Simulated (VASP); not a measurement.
# HfSi4 (P4mm) in VASP: notebook

HfSi4 is run at these levels: PBE; tasks: single point, relaxation of cell and atoms.

Program: VASP 6.6.1. These are calculated values, not measurements. Logs are shortened: lines on timing, memory, paths and dates and some standing lists are left out, and cuts for length are marked.

## Step 1: The cell of the first run

Symmetry: P4mm, No. 99, tetragonal system. The conventional cell has a = 4.703 Å, b = 4.703 Å, c = 3.835 Å, α = 90.00°, β = 90.00°, γ = 90.00°. Hf (site symmetry 4mm) has 4 Si at 1.95 Å within 2.6 Å. Si (site symmetry m) has 3 Si at 1.65 to 2.16 Å and 1 Hf at 1.95 Å within 2.2 Å.

The cell was generated, and may not be a known phase.

## Step 2: Single point, PBE

INCAR

```
SYSTEM = HfSi4
PREC     = Accurate       ! precision mode
ENCUT    = 520            ! plane-wave cutoff, eV
EDIFF    = 1E-7           ! SCF threshold, eV
ISMEAR   = 0              ! smearing method
SIGMA    = 0.1            ! smearing width, eV
LREAL    = .FALSE.        ! projectors in reciprocal space
LASPH    = .TRUE.         ! aspherical terms in the spheres
NELM     = 80             ! most SCF steps
ALGO     = Normal         ! electronic algorithm
ISIF     = 2              ! what is computed and relaxed
LWAVE    = .FALSE.        ! write WAVECAR
LCHARG   = .TRUE.         ! write CHGCAR
GGA      = PE             ! functional
LELF     = .TRUE.         ! ELF
LVHAR    = .TRUE.       
NBANDS   = 21             ! bands
```

KPOINTS

```
Automatic mesh
0
G
  4 4 4
  0 0 0
```

POSCAR

```
HfSi4
1.0
    4.7030940500      0.0000000000      0.0000000000
    0.0000000000      4.7030940500      0.0000000000
    0.0000000000      0.0000000000      3.8348850400
Hf Si
1 4
Direct
    0.5000000000      0.5000000000      0.8985560800
    0.8250925800      0.5000000000      0.2132866000
    0.1749074200      0.5000000000      0.2132866000
    0.5000000000      0.8250925800      0.2132866000
    0.5000000000      0.1749074200      0.2132866000
```

Potentials or basis: VASP PAW PBE potentials, release 64 (Hf_pv, Si).

Started as:

```console
$ cat potpaw_PBE.64/Hf_pv/POTCAR potpaw_PBE.64/Si/POTCAR > POTCAR
$ mpirun -np 1 vasp_std > vasp.out
```

OUTCAR:

```text
SYSTEM = HfSi4
   PREC = Accurate
   ENCUT = 520
   EDIFF = 1E-7
   ISMEAR = 0
   LREAL = .FALSE.
   LASPH = .TRUE.
   NELM = 80
   ISIF = 2
   GGA = PE

 ion  position               nearest neighbor table
   1  0.500  0.500  0.899-   2 1.95   3 1.95   4 1.95   5 1.95   2 3.04   3 3.04   4 3.04   5 3.04
                             3 3.40   5 3.40   4 3.40   2 3.40
   2  0.825  0.500  0.213-   3 1.65   1 1.95   4 2.16   5 2.16   1 3.04   3 3.06   1 3.40
   3  0.175  0.500  0.213-   2 1.65   1 1.95   4 2.16   5 2.16   1 3.04   2 3.06   1 3.40
   4  0.500  0.825  0.213-   5 1.65   1 1.95   3 2.16   2 2.16   1 3.04   5 3.06   1 3.40
   5  0.500  0.175  0.213-   4 1.65   1 1.95   3 2.16   2 2.16   1 3.04   4 3.06   1 3.40

  LATTYP: Found a simple tetragonal cell.
 ALAT       =     4.7030940500
 C/A-ratio  =     0.8153962050

  Lattice vectors:

 A1 = (   4.7030940500,   0.0000000000,   0.0000000000)
 A2 = (   0.0000000000,   4.7030940500,   0.0000000000)
 A3 = (   0.0000000000,   0.0000000000,   3.8348850400)

Analysis of symmetry for initial positions (statically):
=====================================================================
 Subroutine PRICEL returns:
 Original cell was already a primitive cell.

 Routine SETGRP: Setting up the symmetry group for a
 simple tetragonal supercell.

 Subroutine GETGRP returns: Found  8 space group operations
 (whereof  8 operations were pure point group operations)
 out of a pool of 16 trial point group operations.

The static configuration has the point symmetry C_4v.

Analysis of symmetry for dynamics (positions and initial velocities):
=====================================================================
 Subroutine PRICEL returns:
 Original cell was already a primitive cell.

 Routine SETGRP: Setting up the symmetry group for a
 simple tetragonal supercell.

 Subroutine GETGRP returns: Found  8 space group operations
 (whereof  8 operations were pure point group operations)
 out of a pool of 16 trial point group operations.

The dynamic configuration has the point symmetry C_4v.

 Subroutine INISYM returns: Found  8 space group operations
 (whereof  8 operations are pure point group operations),
 and found     1 'primitive' translations

----------------------------------------------------------------------------------------

                                     Primitive cell

  volume of cell :      84.8242
[... 88 lines left out ...]
   EDIFF  = 0.1E-06   stopping-criterion for ELM
   LREAL  =      F    real-space projection
   EDIFFG = 0.1E-05   stopping-criterion for IOM
   NSW    =      0    number of steps for IOM
   IBRION =     -1    ionic relax: 0-MD 1-quasi-New 2-CG
   NFREE  =      0    steps in history (QN), initial steepest desc. (CG)
   ISIF   =      2    stress and relaxation
   ISYM   =      2    0-nonsym 1-usesym 2-fastsym
   POTIM  = 0.5000    time-step for ionic-motion
   TEBEG  =    0.0;   TEEND  =   0.0 temperature during run
   PSTRESS=    0.0 pullay stress
   NELECT =      26.0000    total number of electrons
   NUPDOWN=      -1.0000    fix difference up-down
   EMIN   =  10.00;   EMAX   =-10.00  energy-range for DOS
   EFERMI =   0.00;   METHOD = LEGACY
   ISMEAR =     0;   SIGMA  =   0.10  broadening in eV -4-tet -1-fermi 0-gaus
   EFERMI_NEDOS =   21; number of points for ismear=-14 and -15
   IALGO  =     38    algorithm
   IMIX   =      4    mixing-type and parameters
     AMIX     =   0.40;   BMIX     =  1.00
     AMIX_MAG =   1.60;   BMIX_MAG =  1.00
  volume/ion in A,a.u.               =      16.96       114.48
  Fermi-wavevector in a.u.,A,eV,Ry     =   1.103806  2.085891 16.577169  1.218388
  Thomas-Fermi vector in A             =   2.240269
   LORBIT       =      0    0 simple, 1 ext, 2 COOP (PROOUT), +10 PAW based schemes
   GGA     = PE    functional components
   LHFCALC =     F    Hartree Fock is set to
   AEXX    =    0.0000 exact exchange contribution
   IVDW    =     0    specifies the selected vdW correction
   LEPSILON=     F    determine dielectric tensor
   LRPA    =     F    only Hartree local field effects (RPA)
 non-spin polarized calculation
 Gauss-broadening in eV      SIGMA  =   0.10
  energy-cutoff  :      520.00
  volume of cell :       84.82
 maximum number of plane-waves:      2316
 NGX is ok and might be reduce to    36
   NGX = 17   NGY = 17   NGZ = 15

 number of electron      26.0000000 magnetization

 Free energy of the ion-electron system (eV)
  ---------------------------------------------------
  ext. energy  EPLUGINS =         0.00000000
  ---------------------------------------------------
  free energy    TOTEN  =        -2.62407892 eV

  energy without entropy =       -2.60587392  energy(sigma->0) =       -2.61497642

 E-fermi :   6.8260     XC(G=0):  -9.9694

 val. band max:        6.7416566269   @ k =   0.2500   0.0000   0.5000
 cond. band min:       6.8601589430   @ k =   0.2500   0.0000   0.2500
 fundamental gap:      0.1185023162
 Fermi energy:         6.8260156615

 k-point     1 :       0.0000    0.0000    0.0000
  band No.  band energies     occupation
      1     -23.7755      2.00000
      2     -23.2370      2.00000
      3     -23.2370      2.00000
      4      -6.4977      2.00000
      5      -2.6040      2.00000
      6      -0.3051      2.00000
[... 421 lines left out ...]
     20      12.5773      0.00000
     21      13.2587      0.00000

------------------------ aborting loop because EDIFF is reached ----------------------------------------

  FORCE on cell =-STRESS in cart. coord.  units (eV):
  Direction    XX          YY          ZZ          XY          YZ          ZX
  --------------------------------------------------------------------------------------
  -------------------------------------------------------------------------------------
  Total       89.9240496     89.9240496     37.1725177      0.0000000      0.0000000      0.0000000
  in kB     1698.5047362   1698.5047362    702.1224863      0.0000000      0.0000000      0.0000000
  external PRESSURE =    1366.3773195 kB  Pullay stress =       0.0000000 kB

 VOLUME and BASIS-vectors are now :
 -----------------------------------------------------------------------------
  energy-cutoff  :      520.00
  volume of cell :       84.82
      direct lattice vectors                 reciprocal lattice vectors
     4.703094050  0.000000000  0.000000000     0.212625984  0.000000000  0.000000000
     0.000000000  4.703094050  0.000000000     0.000000000  0.212625984  0.000000000
     0.000000000  0.000000000  3.834885040     0.000000000  0.000000000  0.260764010

 POSITION                                       TOTAL-FORCE (eV/Angst)
 -----------------------------------------------------------------------------------
      2.35155      2.35155      3.44586        -0.000000      0.000000    -33.152660
      3.88049      2.35155      0.81793       -10.721916     -0.000000      8.288165
      0.82261      2.35155      0.81793        10.721916     -0.000000      8.288165
      2.35155      3.88049      0.81793        -0.000000    -10.721916      8.288165
      2.35155      0.82261      0.81793         0.000000     10.721916      8.288165
 -----------------------------------------------------------------------------------
    total drift:                               -0.000000      0.000000     -0.000019

  FREE ENERGIE OF THE ION-ELECTRON SYSTEM (eV)
  ---------------------------------------------------
  free  energy   TOTEN  =        -2.6240789248 eV

  energy  without entropy=       -2.6058739184  energy(sigma->0) =       -2.61497642
```

OSZICAR:

```text
N       E                     dE             d eps       ncg     rms          rms(c)
DAV:   1     0.124649976466E+03    0.12465E+03   -0.12884E+04   756   0.110E+03
DAV:   2    -0.217560204381E+01   -0.12683E+03   -0.12250E+03   973   0.239E+02
DAV:   3    -0.803814405897E+01   -0.58625E+01   -0.57691E+01   964   0.421E+01
DAV:   4    -0.814682511804E+01   -0.10868E+00   -0.10857E+00   933   0.679E+00
DAV:   5    -0.814985989180E+01   -0.30348E-02   -0.30344E-02  1007   0.107E+00    0.108E+02
DAV:   6    -0.333521289408E+01    0.48146E+01   -0.86458E+00   854   0.147E+01    0.502E+01
DAV:   7    -0.264373999520E+01    0.69147E+00   -0.33709E+00   891   0.901E+00    0.685E+00
DAV:   8    -0.262251593672E+01    0.21224E-01   -0.32787E-01   871   0.330E+00    0.262E+00
DAV:   9    -0.262314034097E+01   -0.62440E-03   -0.21009E-02  1010   0.860E-01    0.751E-01
DAV:  10    -0.262356389240E+01   -0.42355E-03   -0.26477E-03   892   0.280E-01    0.273E-01
DAV:  11    -0.262394083066E+01   -0.37694E-03   -0.51471E-04   949   0.110E-01    0.733E-02
DAV:  12    -0.262404443672E+01   -0.10361E-03   -0.14104E-04   881   0.580E-02    0.243E-02
DAV:  13    -0.262406733024E+01   -0.22894E-04   -0.20635E-05   964   0.192E-02    0.996E-03
DAV:  14    -0.262407764835E+01   -0.10318E-04   -0.12572E-05   889   0.142E-02    0.561E-03
DAV:  15    -0.262407885821E+01   -0.12099E-05   -0.17757E-06   945   0.532E-03    0.291E-03
DAV:  16    -0.262407892480E+01   -0.66582E-07   -0.15403E-07   813   0.196E-03
   1 F= -.26240789E+01 E0= -.26149764E+01  d E =-.182050E-01
```

stdout:

```text
POSCAR found type information on POSCAR HfSi
 POSCAR found :  2 types and       5 ions
 scaLAPACK will be used
 LDA part: xc-table for (Slater+PW92), standard interpolation
 POSCAR, INCAR and KPOINTS ok, starting setup
 FFT: planning ... GRIDC
 FFT: planning ... GRID_SOFT
 FFT: planning ... GRID
 WAVECAR not read
 entering main loop
```

Wall time 38 s (1 thread of Intel Xeon 8259CL, shared host); peak memory 0.2 GiB.

Results:

- Free energy: -2.6241 eV
- Pressure: 136.6 GPa
- Largest force: 33.153 eV/Å
- Band gap on the k mesh: zero (bands 13 and 14 overlap by 0.59 eV)

Forces in eV/Å, atoms in the order of the input:
```
Hf    0.000   0.000 -33.153
Si  -10.722   0.000   8.288
Si   10.722   0.000   8.288
Si    0.000 -10.722   8.288
Si    0.000  10.722   8.288
```

Levels at points of the mesh, in eV from the Fermi level:
```csv
k point,band 10,band 11,band 12,band 13,band 14,band 15,band 16,band 17
"(0.00, 0.00, 0.00)",-2.54,-1.33,-0.88,-0.88,0.94,0.94,0.94,2.36
"(0.50, 0.00, 0.00)",-2.95,-2.11,-1.51,-0.79,-0.18,1.63,2.06,2.73
"(0.50, 0.50, 0.00)",-2.94,-1.83,-1.61,-1.61,1.35,1.91,1.91,1.95
"(0.00, 0.00, 0.50)",-3.44,-3.40,-0.35,-0.35,1.26,2.02,2.02,2.97
"(0.50, 0.00, 0.50)",-4.38,-3.07,-1.85,-0.78,0.64,0.80,2.50,3.94
"(0.50, 0.50, 0.50)",-3.40,-2.51,-2.51,-1.48,-0.56,0.27,2.21,4.21
```

Caveat: the k points lie up to 0.41 Å⁻¹ apart, too coarse for converged energies and pressures of a metal; spin-orbit coupling is left out, which moves the levels of the heavy elements; forces of over 1 eV/Å act on the atoms, so gaps and moduli don't describe the material at rest.

(Continued in part 2 of 2.)

The gap in the log of VASP goes by the Fermi energy; the results here count the filled bands.